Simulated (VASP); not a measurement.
# Sc (I4/mmm) in VASP: a series of runs

Sc is run at these levels: PBEsol; tasks: single point.

All numbers are computed with VASP 6.6.1; they aren't measurements. Logs are shortened: lines on timing, memory, paths and dates and some standing lists are left out, and cuts for length are marked.

**1. The cell of the first run**

It takes space group I4/mmm (No. 139, tetragonal). The conventional cell has a = 2.861 Å, b = 2.861 Å, c = 5.721 Å, α = 90.00°, β = 90.00°, γ = 90.00°. Sc (site symmetry 4/mmm) has 12 Sc at 2.86 to 3.50 Å within 3.8 Å.

**2. Single point, PBEsol**

INCAR reads:

```
SYSTEM = Sc
PREC = Accurate ; ENCUT = 520
EDIFF = 1E-7 ; ISMEAR = 0
SIGMA = 0.15 ; LREAL = .FALSE.
LASPH = .TRUE. ; NELM = 100
ALGO = Normal ; ISIF = 2
LWAVE = .FALSE. ; LCHARG = .TRUE.
GGA = PS ; LELF = .TRUE.
LVHAR = .TRUE. ; NBANDS = 12
```

KPOINTS reads:

```
Automatic mesh
0
G
  20 20 20
  0 0 0
```

POSCAR reads:

```
Sc
1.0
    0.0000000000      2.0228873710      2.8603627426
    2.0228873710      0.0000000000      2.8603627426
    2.0228873710      2.0228873710      0.0000000000
Sc
1
Direct
    0.0000000000      0.0000000000      0.0000000000
```

Potentials or basis: VASP PAW PBE potentials, release 64 (Sc_sv).

The run is started by

```sh
cat potpaw_PBE.64/Sc_sv/POTCAR > POTCAR
mpirun -np 1 vasp_std > vasp.out
```

OUTCAR:

```text
SYSTEM = Sc
   PREC = Accurate
   ENCUT = 520
   EDIFF = 1E-7
   ISMEAR = 0
   LREAL = .FALSE.
   LASPH = .TRUE.
   NELM = 100
   ISIF = 2
   GGA = PS

 ion  position               nearest neighbor table
   1  0.000  0.000  0.000-

  LATTYP: Found a body centered tetragonal cell.
 ALAT       =     2.8607947552
 C/A-ratio  =     1.9996979772

  Lattice vectors:

 A1 = (  -2.0228873710,   0.0000000000,   2.8603627426)
 A2 = (   2.0228873710,   0.0000000000,   2.8603627426)
 A3 = (   0.0000000000,   2.0228873710,  -2.8603627426)

Analysis of symmetry for initial positions (statically):
=====================================================================
 Subroutine PRICEL returns:
 Original cell was already a primitive cell.

 Routine SETGRP: Setting up the symmetry group for a
 body centered tetragonal supercell.

 Subroutine GETGRP returns: Found 16 space group operations
 (whereof 16 operations were pure point group operations)
 out of a pool of 16 trial point group operations.

The static configuration has the point symmetry D_4h.

Analysis of symmetry for dynamics (positions and initial velocities):
=====================================================================
 Subroutine PRICEL returns:
 Original cell was already a primitive cell.

 Routine SETGRP: Setting up the symmetry group for a
 body centered tetragonal supercell.

 Subroutine GETGRP returns: Found 16 space group operations
 (whereof 16 operations were pure point group operations)
 out of a pool of 16 trial point group operations.

The dynamic configuration has the point symmetry D_4h.

 Subroutine INISYM returns: Found 16 space group operations
 (whereof 16 operations are pure point group operations),
 and found     1 'primitive' translations

----------------------------------------------------------------------------------------

                                     Primitive cell

  volume of cell :      23.4096

  direct lattice vectors                    reciprocal lattice vectors
     0.000000000  2.022887371  2.860362743    -0.247171448  0.247171448  0.174803004
     2.022887371  0.000000000  2.860362743     0.247171448 -0.247171448  0.174803004
     2.022887371  2.022887371  0.000000000     0.247171448  0.247171448 -0.174803004

  length of vectors
     3.503390977  3.503390977  2.860794755     0.390824180  0.390824180  0.390824180

  position of ions in fractional coordinates (direct lattice)
     0.000000000  0.000000000  0.000000000

  ion indices of the primitive-cell ions
   primitive index   ion index
                 1           1

----------------------------------------------------------------------------------------

 KPOINTS: Automatic mesh

Automatic generation of k-mesh.
 Grid dimensions read from file:
 generate k-points for:   20   20   20

 Generating k-lattice:

  Cartesian coordinates                     Fractional coordinates (reciprocal lattice)
    -0.012358572  0.012358572  0.008740150     0.050000000 -0.000000000  0.000000000
     0.012358572 -0.012358572  0.008740150    -0.000000000  0.050000000  0.000000000
     0.012358572  0.012358572 -0.008740150     0.000000000  0.000000000  0.050000000

  Length of vectors
     0.019541209  0.019541209  0.019541209

  Shift w.r.t. Gamma in fractional coordinates (k-lattice)
     0.000000000  0.000000000  0.000000000

 Subroutine IBZKPT returns following result:
 ===========================================

 Found    641 irreducible k-points:

 Following reciprocal coordinates:
            Coordinates               Weight
  0.000000  0.000000  0.000000      1.000000
  0.050000 -0.000000  0.000000      8.000000
  0.100000 -0.000000  0.000000      8.000000
  0.150000  0.000000  0.000000      8.000000
  0.200000 -0.000000  0.000000      8.000000
  0.250000  0.000000  0.000000      8.000000
[... 16 lines left out ...]
 -0.400000  0.050000  0.000000      8.000000
 -0.350000  0.050000  0.000000      8.000000
 [... further k-points ...]
   k-points           NKPTS =    641   k-points in BZ     NKDIM =    641   number of bands    NBANDS=     12
   number of dos      NEDOS =    301   number of ions     NIONS =      1
   total plane-waves  NPLWV =  18816
   dimension x,y,z NGX =    28 NGY =   28 NGZ =   24
   dimension x,y,z NGXF=    56 NGYF=   56 NGZF=   48
   ions per type =               1
   NGX,Y,Z   is equivalent  to a cutoff of  13.29, 13.29, 13.95 a.u.
   NGXF,Y,Z  is equivalent  to a cutoff of  26.57, 26.57, 27.89 a.u.
 SYSTEM =  Sc
   PREC   = accura    normal or accurate (medium, high low for compatibility)
   ISTART =      0    job   : 0-new  1-cont  2-samecut
   ICHARG =      2    charge: 1-file 2-atom 10-const
   ISPIN  =      1    spin polarized calculation?
   LNONCOLLINEAR =      F non collinear calculations
   LSORBIT =      F    spin-orbit coupling
   LASPH  =      T    aspherical Exc in radial PAW
   ENCUT  =  520.0 eV  38.22 Ry    6.18 a.u.   6.51  6.51  5.32*2*pi/ulx,y,z
   NELM   =    100;   NELMIN=  2; NELMDL= -5     # of ELM steps
   EDIFF  = 0.1E-06   stopping-criterion for ELM
   LREAL  =      F    real-space projection
   EDIFFG = 0.1E-05   stopping-criterion for IOM
   NSW    =      0    number of steps for IOM
   IBRION =     -1    ionic relax: 0-MD 1-quasi-New 2-CG
   NFREE  =      0    steps in history (QN), initial steepest desc. (CG)
   ISIF   =      2    stress and relaxation
   ISYM   =      2    0-nonsym 1-usesym 2-fastsym
   POTIM  = 0.5000    time-step for ionic-motion
   TEBEG  =    0.0;   TEEND  =   0.0 temperature during run
   PSTRESS=    0.0 pullay stress
   NELECT =      11.0000    total number of electrons
   NUPDOWN=      -1.0000    fix difference up-down
   EMIN   =  10.00;   EMAX   =-10.00  energy-range for DOS
   EFERMI =   0.00;   METHOD = LEGACY
   ISMEAR =     0;   SIGMA  =   0.15  broadening in eV -4-tet -1-fermi 0-gaus
   EFERMI_NEDOS =   21; number of points for ismear=-14 and -15
   IALGO  =     38    algorithm
   IMIX   =      4    mixing-type and parameters
     AMIX     =   0.40;   BMIX     =  1.00
     AMIX_MAG =   1.60;   BMIX_MAG =  1.00
  volume/ion in A,a.u.               =      23.41       157.98
  Fermi-wavevector in a.u.,A,eV,Ry     =   1.272744  2.405136 22.039751  1.619876
  Thomas-Fermi vector in A             =   2.405605
   LORBIT       =      0    0 simple, 1 ext, 2 COOP (PROOUT), +10 PAW based schemes
   GGA     = PS    functional components
   LHFCALC =     F    Hartree Fock is set to
   AEXX    =    0.0000 exact exchange contribution
   IVDW    =     0    specifies the selected vdW correction
   LEPSILON=     F    determine dielectric tensor
   LRPA    =     F    only Hartree local field effects (RPA)
 non-spin polarized calculation
 Gauss-broadening in eV      SIGMA  =   0.15
  energy-cutoff  :      520.00
  volume of cell :       23.41
 maximum number of plane-waves:       656
 NGX is ok and might be reduce to    28

 number of electron      11.0000001 magnetization

 Free energy of the ion-electron system (eV)
  ---------------------------------------------------
  ext. energy  EPLUGINS =         0.00000000
  ---------------------------------------------------
  free energy    TOTEN  =        -6.33379615 eV

  energy without entropy =       -6.31160806  energy(sigma->0) =       -6.32270210

 E-fermi :   3.8702     XC(G=0): -10.1828

 val. band max:        3.8672511934   @ k =  -0.4500   0.2500   0.1000
 cond. band min:       3.8716000125   @ k =  -0.3000   0.0500   0.3000
 fundamental gap:      0.0043488192
 Fermi energy:         3.8702268544

 k-point     1 :       0.0000    0.0000    0.0000
  band No.  band energies     occupation
      1     -45.3211      2.00000
      2     -23.8078      2.00000
      3     -23.6872      2.00000
      4     -23.6872      2.00000
      5      -1.2929      2.00000
      6       4.0121      0.18117
      7       4.9515      0.00000
      8       6.7192      0.00000
      9       6.7192      0.00000
     10       8.1508      0.00000
     11      16.0488      0.00000
     12      18.2285      0.00000

 k-point     2 :       0.0500   -0.0000    0.0000
  band No.  band energies     occupation
      1     -45.3184      2.00000
      2     -23.8091      2.00000
      3     -23.7056      2.00000
      4     -23.6861      2.00000
      5      -1.2224      2.00000
      6       4.0443      0.10074
      7       4.9718      0.00000
      8       6.6362      0.00000
      9       6.7395      0.00000
     10       8.1051      0.00000
     11      16.1056      0.00000
     12      18.2325      0.00000

 k-point     3 :       0.1000   -0.0000    0.0000
  band No.  band energies     occupation
      1     -45.3106      2.00000
      2     -23.8139      2.00000
      3     -23.7580      2.00000
      4     -23.6830      2.00000
      5      -1.0145      2.00000
      6       4.1310      0.01394
      7       5.0295      0.00000
      8       6.4213      0.00000
      9       6.7982      0.00000
     10       7.9762      0.00000
     11      16.2327      0.00000
     12      18.1347      0.00000
[... 286 lines left out ...]
 k-point    23 :      -0.4000    0.0500    0.0000
  band No.  band energies     occupation
      1     -45.2132      2.00000
      2     -24.3983      2.00000
      3     -23.8411      2.00000
      4     -23.6430      2.00000
      5       2.1238      2.00000
      6       4.1371      0.01185
      7       4.5663      0.00000
      8       6.4940      0.00000
      9       7.6989      0.00000
     10       7.8200      0.00000
     11      11.8805      0.00000
     12      13.8178      0.00000

 k-point    24 :      -0.3500    0.0500    0.0000
  band No.  band energies     occupation
      1     -45.2219      2.00000
      2     -24.3473      2.00000
      3     -23.8337      2.00000
      4     -23.6454      2.00000
      5       1.7699      2.00000
      6       4.1208      0.01817
      7       4.6038      0.00000
      8       6.5959      0.00000
      9       7.5288      0.00000
     10       7.5932      0.00000
     11      12.5281      0.00000
     12      14.3520      0.00000

 [... further k-points ...]

------------------------ aborting loop because EDIFF is reached ----------------------------------------

  FORCE on cell =-STRESS in cart. coord.  units (eV):
  Direction    XX          YY          ZZ          XY          YZ          ZX
  --------------------------------------------------------------------------------------
  -------------------------------------------------------------------------------------
  Total        0.8579261      0.8579261     -1.5497286      0.0000000      0.0000000     -0.0000000
  in kB       58.7172857     58.7172857   -106.0649046      0.0000000      0.0000000     -0.0000000
  external PRESSURE =       3.7898889 kB  Pullay stress =       0.0000000 kB

 VOLUME and BASIS-vectors are now :
 -----------------------------------------------------------------------------
  energy-cutoff  :      520.00
  volume of cell :       23.41
      direct lattice vectors                 reciprocal lattice vectors
     0.000000000  2.022887371  2.860362743    -0.247171448  0.247171448  0.174803004
     2.022887371  0.000000000  2.860362743     0.247171448 -0.247171448  0.174803004
     2.022887371  2.022887371  0.000000000     0.247171448  0.247171448 -0.174803004

 POSITION                                       TOTAL-FORCE (eV/Angst)
 -----------------------------------------------------------------------------------
      0.00000      0.00000      0.00000        -0.000000     -0.000000      0.000000
 -----------------------------------------------------------------------------------
    total drift:                               -0.000000      0.000000      0.000000

  FREE ENERGIE OF THE ION-ELECTRON SYSTEM (eV)
  ---------------------------------------------------
  free  energy   TOTEN  =        -6.3337961460 eV

  energy  without entropy=       -6.3116080617  energy(sigma->0) =       -6.32270210
```

It took 3.7 min on 1 thread of AMD EPYC 7R43 (Zen 3), shared host; peak memory 0.25 GiB.

Results:

```
Free energy : -6.3338 eV
Pressure    : 0.4 GPa
```

Stress tensor (GPa, compression positive):
```
  5.87   0.00   0.00
  0.00   5.87   0.00
  0.00   0.00 -10.61
```

Caveat: the PAW data sets were made with another functional, which shifts forces and pressure a little.

**3. Single point, PBEsol**

This run uses another cell than the first one, of the same volume but with other edges.

INCAR reads:

```
PREC = Accurate
ENCUT = 520
EDIFF = 1E-6
ISMEAR = 0
SIGMA = 0.15
LREAL = F
LASPH = T
NELM = 100
ALGO = Normal
ISIF = 2
LWAVE = F
LCHARG = F
GGA = PS
NBANDS = 12
```

KPOINTS reads:

```
regular mesh
0
Gamma
  20 20 20
```

POSCAR reads:

```
Sc
1.0
    0.0000000000      2.3344911424      2.1477318510
    2.3344911424      0.0000000000      2.1477318510
    2.3344911424      2.3344911424      0.0000000000
Sc
1
Direct
    0.0000000000      0.0000000000      0.0000000000
```

Potentials or basis: VASP PAW PBE potentials, release 64 (Sc_sv).

The run is started by

```sh
cat potpaw_PBE.64/Sc_sv/POTCAR > POTCAR
mpirun -np 1 vasp_std > vasp.out
```

It took 3.6 min on 1 thread of AMD EPYC 7R43 (Zen 3), shared host; peak memory 0.25 GiB.

It converged, with:

```yaml
Free_energy: -6.5604 eV
Pressure: 0.5 GPa
```

Stress tensor (GPa, compression positive):
```
-0.20  0.00  0.00
 0.00 -0.20  0.00
 0.00  0.00  1.83
```

Levels at points of the mesh, in eV from the Fermi level:
```
           k point  band 1  band 2  band 3  band 4  band 5  band 6  band 7  band 8  band 9  band 10
(0.00, 0.00, 0.00)  -49.10  -27.57  -27.57  -27.57   -5.30    1.49    1.49    2.02    2.77     3.38
(0.50, 0.00, 0.00)  -49.02  -28.05  -27.66  -27.60   -1.84    0.35    1.19    1.86    3.93     4.23
(0.50, 0.50, 0.00)  -48.98  -28.01  -27.78  -27.78   -1.57   -0.85    2.98    4.07    4.34     4.34
(0.50, 0.00, 0.50)  -49.01  -28.02  -27.75  -27.68   -1.68   -0.61    1.70    4.03    4.12     4.50
```

Caveat: the PAW data sets were made with another functional, which shifts forces and pressure a little.

**4. Single point, PBEsol**

This run uses another cell than the first one, of the same volume but with other edges.

INCAR reads:

```
SYSTEM = Sc
PREC = Accurate ; ENCUT = 520
EDIFF = 1E-6 ; ISMEAR = 0
SIGMA = 0.15 ; LREAL = .False.
LASPH = .True. ; NELM = 100
ALGO = Normal ; ISIF = 2
LWAVE = .False. ; LCHARG = .False.
GGA = PS ; NBANDS = 12
```

KPOINTS reads:

```
regular mesh
0
Gamma
  20 20 20
  0 0 0
```

POSCAR reads:

```
Sc
1.0
    0.0000000000      2.3016066052      2.2095423410
    2.3016066052      0.0000000000      2.2095423410
    2.3016066052      2.3016066052      0.0000000000
Sc
1
Direct
    0.0000000000      0.0000000000      0.0000000000
```

The run is started by

```sh
cat potpaw_PBE.64/Sc_sv/POTCAR > POTCAR
mpirun -np 1 vasp_std > vasp.out
```

Run time: 2.4 min. Hardware: 1 thread of AMD EPYC 7R43 (Zen 3), shared host; peak memory 0.24 GiB.

It converged, with:

```yaml
Free_energy: -6.5670 eV
Pressure: 0.5 GPa
```

Stress tensor (GPa, compression positive):
```
0.10 0.00 0.00
0.00 0.10 0.00
0.00 0.00 1.21
```

Levels at points of the mesh, in eV from the Fermi level:
```
           k point  band 3  band 4  band 5  band 6  band 7  band 8
(0.00, 0.00, 0.00)  -27.56  -27.56   -5.30    1.56    1.56    1.83
(0.50, 0.00, 0.00)  -27.63  -27.61   -1.84    0.34    1.36    1.69
(0.50, 0.50, 0.00)  -27.75  -27.75   -1.60   -0.77    2.52    4.08
(0.50, 0.00, 0.50)  -27.74  -27.70   -1.66   -0.67    1.90    4.08
```

Caveat: the PAW data sets were made with another functional, which shifts forces and pressure a little.

**5. Single point, PBEsol**

This run uses another cell than the first one, of the same volume but with other edges.

INCAR reads:

```
SYSTEM = Sc
PREC = Accurate
ENCUT = 520
EDIFF = 1E-7
ISMEAR = 0
SIGMA = 0.15
LREAL = .FALSE.
LASPH = .TRUE.
NELM = 100
ALGO = Normal
ISIF = 2
LWAVE = .FALSE.
LCHARG = .TRUE.
GGA = PS
LELF = .TRUE.
LVHAR = .TRUE.
NBANDS = 12
```

KPOINTS reads:

```
regular mesh
0
G
  20 20 20
  0 0 0
```

POSCAR reads:

```
Sc
1.0
    0.0000000000      1.9834644452      2.9751966678
    1.9834644452      0.0000000000      2.9751966678
    1.9834644452      1.9834644452      0.0000000000
Sc
1
Direct
    0.0000000000      0.0000000000      0.0000000000
```

The run is started by

```sh
cat potpaw_PBE.64/Sc_sv/POTCAR > POTCAR
mpirun -np 1 vasp_std > vasp.out
```

It took 3.1 min on 1 thread of AMD EPYC 7R43 (Zen 3), shared host; peak memory 0.26 GiB.

The run converged. Its results:

```yaml
Free_energy: -6.2268 eV
Pressure: 0.8 GPa
```

Stress tensor (GPa, compression positive):
```
  7.68   0.00   0.00
  0.00   7.68   0.00
  0.00   0.00 -12.94
```

Levels at points of the mesh, in eV from the Fermi level:
| k point | band 1 | band 2 | band 3 | band 4 | band 5 | band 6 | band 7 | band 8 | band 9 | band 10 |
| --- | --- | --- | --- | --- | --- | --- | --- | --- | --- | --- |
| (0.00, 0.00, 0.00) | -49.18 | -27.70 | -27.48 | -27.48 | -5.11 | -0.05 | 0.73 | 3.11 | 3.11 | 4.51 |
| (0.50, 0.00, 0.00) | -49.05 | -28.33 | -27.70 | -27.42 | -1.56 | 0.31 | 0.84 | 2.71 | 3.79 | 4.02 |
| (0.50, 0.50, 0.00) | -49.15 | -27.93 | -27.51 | -27.51 | -2.23 | -0.64 | -0.55 | 4.18 | 4.18 | 4.62 |
| (0.50, 0.00, 0.50) | -48.94 | -28.23 | -28.17 | -27.62 | -1.76 | -0.20 | 2.61 | 3.44 | 4.70 | 5.65 |

Caveat: the PAW data sets were made with another functional, which shifts forces and pressure a little.

**6. Summary**

```tsv
cell	gap on the mesh (eV)	pressure (GPa)
a = 3.503, b = 3.503, c = 2.861 Å, angles 65.9, 65.9, 48.2°, 1 atom	none	0.4
a = 3.172, b = 3.172, c = 3.301 Å, angles 58.6, 58.6, 62.7°, 1 atom	none	0.5
a = 3.191, b = 3.191, c = 3.255 Å, angles 59.3, 59.3, 61.3°, 1 atom	none	0.5
a = 3.576, b = 3.576, c = 2.805 Å, angles 66.9, 66.9, 46.2°, 1 atom	none	0.8
```

Alike in all rows: task single point; level PBEsol; potentials or basis VASP PAW PBE potentials, release 64 (Sc_sv); no spin polarisation; k mesh 20 × 20 × 20; cutoff (eV) 520; smearing gaussian 0.15 eV.

Caveats: the PAW data sets were made with another functional, which shifts forces and pressure a little.

Total energies depend on the potentials used, so only differences within one code and one set of settings carry meaning.
